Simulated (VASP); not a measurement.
# Ti3Al (vib) (Fm-3m) in VASP: notebook, part 2 of 2

VASP 6.6.1.

## 3. Single point, LDA

This run uses another cell than the first one, of 15.68 Å³/atom, 1.005 times its volume.

Input file INCAR:

```
SYSTEM = Ti3Al
PREC     = Accurate       ! precision mode
ENCUT    = 520            ! plane-wave cutoff, eV
EDIFF    = 1E-6           ! SCF threshold, eV
ISMEAR   = -1             ! smearing method
SIGMA    = 0.15           ! smearing width, eV
LREAL    = .FALSE.        ! projectors in reciprocal space
LASPH    = .TRUE.         ! aspherical terms in the spheres
NELM     = 100            ! most SCF steps
ALGO     = Fast           ! electronic algorithm
ISIF     = 2              ! what is computed and relaxed
LWAVE    = .FALSE.        ! write WAVECAR
LCHARG   = .FALSE.        ! write CHGCAR
GGA      = CA             ! functional
NBANDS   = 28             ! bands
```

Input file KPOINTS:

```
regular mesh
0
G
  10 10 10
  0 0 0
```

Input file POSCAR:

```
Ti3Al
1.0
    0.0000000000      3.1537807461      3.1537807461
    3.1537807461      0.0000000000      3.1537807461
    3.1537807461      3.1537807461      0.0000000000
Ti Al
3 1
Direct
    0.7500000000      0.7500000000      0.7500000000
    0.2500000000      0.2500000000      0.2500000000
    0.0000000000      0.0000000000      0.0000000000
    0.5000000000      0.5000000000      0.5000000000
```

Potentials or basis: VASP PAW LDA potentials, release 64 (Ti_sv, Al).

Command:

```sh
$ cat potpaw_LDA.64/Ti_sv/POTCAR potpaw_LDA.64/Al/POTCAR > POTCAR
$ mpirun -np 1 vasp_std > vasp.out
```

It took 96 s on 1 thread of Intel Xeon 6975P-C (Granite Rapids), shared host; peak memory 0.21 GiB.

The run converged. Its results:

| Quantity | Value |
| --- | --- |
| Free energy | -30.7073 eV |
| Pressure | 0.0 GPa |

Levels at points of the mesh, in eV from the Fermi level:
| k point | band 16 | band 17 | band 18 | band 19 | band 20 | band 21 | band 22 | band 23 | band 24 | band 25 |
| --- | --- | --- | --- | --- | --- | --- | --- | --- | --- | --- |
| (0.00, 0.00, 0.00) | -1.81 | -1.81 | -1.81 | 0.05 | 0.05 | 0.05 | 2.42 | 2.42 | 2.42 | 3.12 |
| (0.50, 0.00, 0.00) | -2.00 | -0.41 | -0.36 | -0.36 | -0.03 | -0.03 | 0.87 | 1.04 | 1.04 | 2.95 |
| (0.50, 0.50, 0.00) | -1.99 | -0.52 | -0.52 | -0.18 | -0.15 | -0.15 | 1.14 | 1.32 | 1.32 | 2.43 |

## 4. Relaxation of cell and atoms, LDA

This run uses another cell than the first one, of 16.88 Å³/atom, 1.082 times its volume.

Input file INCAR:

```
PREC = Accurate ; ENCUT = 600
EDIFF = 1E-7 ; ISMEAR = 0
SIGMA = 0.1 ; LREAL = F
LASPH = T ; NELM = 60
ALGO = Normal ; ISIF = 3
LWAVE = F ; LCHARG = F
GGA = CA ; IBRION = 2
NSW = 100 ; EDIFFG = -0.05
```

Input file KPOINTS:

```
Automatic mesh
0
Gamma
  6 6 6
```

Input file POSCAR:

```
Ti3Al
1.0
    0.0000000000      3.2317810000      3.2317810000
    3.2317810000      0.0000000000      3.2317810000
    3.2317810000      3.2317810000      0.0000000000
Ti Al
3 1
Direct
    0.7500000000      0.7500000000      0.7500000000
    0.2500000000      0.2500000000      0.2500000000
    0.0000000000      0.0000000000      0.0000000000
    0.5000000000      0.5000000000      0.5000000000
```

Potentials or basis: VASP PAW LDA potentials, release 64 (Ti_sv, Al).

Command:

```sh
$ cat potpaw_LDA.64/Ti_sv/POTCAR potpaw_LDA.64/Al/POTCAR > POTCAR
$ mpirun -np 1 vasp_std > vasp.out
```

OUTCAR:

```text
PREC = Accurate
   ENCUT = 600
   EDIFF = 1E-7
   ISMEAR = 0
   LREAL = F
   LASPH = T
   NELM = 60
   ISIF = 3
   GGA = CA
   IBRION = 2
   NSW = 100
   EDIFFG = -0.05

 ion  position               nearest neighbor table
   1  0.750  0.750  0.750-   4 2.80   4 2.80   4 2.80   3 2.80   4 2.80   3 2.80   3 2.80   3 2.80

   2  0.250  0.250  0.250-   3 2.80   3 2.80   3 2.80   3 2.80   4 2.80   4 2.80   4 2.80   4 2.80

   3  0.000  0.000  0.000-   1 2.80   1 2.80   1 2.80   1 2.80   2 2.80   2 2.80   2 2.80   2 2.80

   4  0.500  0.500  0.500-   2 2.80   2 2.80   2 2.80   1 2.80   2 2.80   1 2.80   1 2.80   1 2.80

  LATTYP: Found a face centered cubic cell.
 ALAT       =     6.4635620000

[... 182 lines left out ...]
  Direction    XX          YY          ZZ          XY          YZ          ZX
  --------------------------------------------------------------------------------------
  -------------------------------------------------------------------------------------
  Total       -3.6459826     -3.6459826     -3.6459826     -0.0000000     -0.0000000     -0.0000000
  in kB      -86.5305398    -86.5305398    -86.5305398     -0.0000000     -0.0000000     -0.0000000
  external PRESSURE =     -86.5305398 kB  Pullay stress =       0.0000000 kB
[... 63 lines left out ...]
--------------------------------------- Ionic step        3  -------------------------------------------

 number of electron      38.9999997 magnetization

 Free energy of the ion-electron system (eV)
  ---------------------------------------------------
  ext. energy  EPLUGINS =         0.00000000
  ---------------------------------------------------
  free energy    TOTEN  =       -30.48762353 eV

  energy without entropy =      -30.45352863  energy(sigma->0) =      -30.47057608

 E-fermi :   8.6731     XC(G=0): -11.8757

 val. band max:        8.6636553080   @ k =  -0.3333   0.5000   0.1667
 cond. band min:       8.7038617636   @ k =   0.5000   0.3333   0.0000
 fundamental gap:      0.0402064557
 Fermi energy:         8.6731107834

 k-point     1 :       0.0000    0.0000    0.0000
  band No.  band energies     occupation
      1     -47.0730      2.00000
      2     -46.9645      2.00000
      3     -46.7342      2.00000
      4     -23.7725      2.00000
      5     -23.7725      2.00000
      6     -23.7725      2.00000
[... 436 lines left out ...]
  FREE ENERGIE OF THE ION-ELECTRON SYSTEM (eV)
  ---------------------------------------------------
  free  energy   TOTEN  =       -30.4876235274 eV

  energy  without entropy=      -30.4535286331  energy(sigma->0) =      -30.47057608

 reached required accuracy - stopping structural energy minimisation
```

CONTCAR:

```text
Ti3Al
   1.00000000000000
    -0.0000000000000000    3.1480158119096808    3.1480158119096808
     3.1480158119096808    0.0000000000000000    3.1480158119096808
     3.1480158119096808    3.1480158119096808   -0.0000000000000000
  Ti              Al
     3     1
Direct
     0.7500000000000000    0.7500000000000000    0.7500000000000000
     0.2500000000000000    0.2500000000000000    0.2500000000000000
     0.0000000000000000    0.0000000000000000    0.0000000000000000
     0.5000000000000000    0.5000000000000000    0.5000000000000000

  0.00000000E+00  0.00000000E+00  0.00000000E+00
  0.00000000E+00  0.00000000E+00  0.00000000E+00
  0.00000000E+00  0.00000000E+00  0.00000000E+00
  0.00000000E+00  0.00000000E+00  0.00000000E+00
```

Run time: 52 s. Hardware: 1 thread of Intel Xeon 6975P-C (Granite Rapids), shared host; peak memory 0.2 GiB.

What came out:

- Free energy: -30.4876 eV
- Relaxed volume: 15.60 Å³/atom
- Relaxed cell: a = 4.452 Å, b = 4.452 Å, c = 4.452 Å, α = 60.00°, β = 60.00°, γ = 60.00°
- Space group after relaxing (to 0.05 Å): Fm-3m (No. 225)
- Energy gained by relaxing: 36.9 meV/atom
- Ionic steps: 3
- Pressure after relaxing: -0.1 GPa

The path:
```
step  energy change (eV)  largest force (eV/Å)  pressure (GPa)  volume (Å³)
   1              0.0000                0.0000           -8.65        67.51
   2             -0.0687                0.0000            7.84        58.99
   3             -0.1477                0.0000           -0.07        62.39
```

Final structure:
```
Ti Al
1.0
     0.00000    3.14802    3.14802
     3.14802    0.00000    3.14802
     3.14802    3.14802    0.00000
Ti Al
3 1
Cartesian
  4.7220 4.7220 4.7220
  1.5740 1.5740 1.5740
  0.0000 0.0000 0.0000
  3.1480 3.1480 3.1480
```

Levels at points of the mesh, in eV from the Fermi level:
```tsv
k point	band 18	band 19	band 20	band 21	band 22	band 23
(0.00, 0.00, 0.00)	-1.81	0.05	0.05	0.05	2.44	2.44
(0.50, 0.00, 0.00)	-0.36	-0.36	-0.01	-0.01	0.89	1.06
(0.50, 0.50, 0.00)	-0.51	-0.17	-0.15	-0.15	1.13	1.35
```

## 5. The runs side by side

```tsv
task	cell	k mesh	cutoff (eV)	smearing	gap on the mesh (eV)	pressure (GPa)
single point	a = 4.452 Å, angles 60.0°, 4 atoms	10 × 10 × 10	520	gaussian 0.1 eV	none	0.0
single point	a = 4.460 Å, angles 60.0°, 4 atoms	10 × 10 × 10	520	fermi-dirac 0.15 eV	none	0.0
relaxation of cell and atoms	relaxed from a = 4.570 Å, angles 60.0°, 4 atoms	6 × 6 × 6	600	gaussian 0.1 eV	none	-0.1
```

Alike in all rows: level LDA; potentials or basis VASP PAW LDA potentials, release 64 (Ti_sv, Al); no spin polarisation.

Total energies depend on the potentials used, so only differences within one code and one set of settings carry meaning.
